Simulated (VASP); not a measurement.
Crystal: Al2As5.

```
CELL_PARAMETERS angstrom
3.90000 0.00000 0.00000
-1.95000 3.37750 0.00000
0.00000 0.00000 23.00000
ATOMIC_POSITIONS crystal
Al 0.00000 0.00000 0.42650
Al 0.66667 0.33333 0.28400
Al 0.33333 0.66667 0.14200
Al 0.00000 0.00000 0.00000
As 0.33333 0.66667 0.46200
As 0.00000 0.00000 0.32000
As 0.66667 0.33333 0.17750
As 0.33333 0.66667 0.03550
As 0.00000 0.00000 0.89400
As 0.33333 0.66667 0.83800
As 0.33333 0.66667 0.69500
As 0.66667 0.33333 0.75100
As 0.66667 0.33333 0.55200
As 0.00000 0.00000 0.60800
```

```yaml
Program: VASP 6.6.1
Task: relaxation of cell and atoms
Functional: PBE
Potentials_or_basis: VASP PAW PBE potentials, release 64 (Al, As)
Cutoff: 600 eV
k_mesh: 5 × 5 × 1
Occupations: gaussian, width 0.2 eV
Spin: no spin polarisation
```

At the start: pressure 4.4 GPa; volume 21.64 Å³/atom.

Q: Where does the relaxation end?

A: Over 10 steps the energy falls by 24.3 meV/atom and the volume is 23.11 Å³/atom (+6.8 %); space group P3m1 (No. 156, to 0.05 Å).

Step by step:
```tsv
step	energy change (eV)	largest force (eV/Å)	pressure (GPa)	volume (Å³)
1	0.0000	0.6644	4.35	302.96
2	-0.2304	0.6046	-1.75	329.48
3	-0.2687	0.5231	-0.26	321.78
4	-0.3055	0.3913	-0.08	321.86
5	-0.3189	0.3416	0.13	321.92
6	-0.3303	0.1645	-0.04	322.90
7	-0.3332	0.1612	-0.17	323.72
8	-0.3382	0.1295	0.07	322.75
9	-0.3386	0.1163	0.17	322.35
10	-0.3407	0.0553	-0.07	323.49
```

Final structure:
```
Al As
1.0
     3.96787    0.00000    0.00000
    -1.98394    3.43628    0.00000
     0.00000    0.00000   23.72540
Al As
4 10
Direct
  0.00000 0.00000 0.42489
  0.66667 0.33333 0.28351
  0.33333 0.66667 0.14182
  0.00000 0.00000 0.00009
  0.33333 0.66667 0.46266
  0.00000 0.00000 0.31913
  0.66667 0.33333 0.17770
  0.33333 0.66667 0.03567
  0.00000 0.00000 0.89355
  0.33333 0.66667 0.84292
  0.33333 0.66667 0.69310
  0.66667 0.33333 0.74581
  0.66667 0.33333 0.55581
  0.00000 0.00000 0.60885
```

Caveat: the relaxation stopped at a loose force limit of 0.08 eV/Å, so its end isn't a converged minimum.
